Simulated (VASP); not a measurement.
The system is Sn.

```
Sn
1.0
     0.00000    3.24560    3.24560
     3.24560    0.00000    3.24560
     3.24560    3.24560    0.00000
Sn
2
Direct
  0.50000 0.50000 0.50000
  0.75000 0.75000 0.75000
```

Base run:

```yaml
Program: VASP 6.6.1
Functional: PBEsol
Potentials_or_basis: VASP PAW PBE potentials, release 64 (Sn_d)
Cutoff: 520 eV
k_mesh: 11 × 11 × 11
Occupations: fermi-dirac, width 0.05 eV
Spin: no spin polarisation
```

Its results: band gap on the k mesh zero (band 14 reaches 5.57 eV, above the bottom of band 15 at 5.43 eV); pressure 0.9 GPa.

Task: The run is repeated on the same cell with these changes: functional from PBEsol to r2SCAN. What comes out?

Result: Band gap on the k mesh zero (filled and empty bands touch); pressure 1.6 GPa.

Caveats: the PAW data sets were made with another functional, which shifts forces and pressure a little; spin-orbit coupling is left out, which moves the levels of the heavy elements.
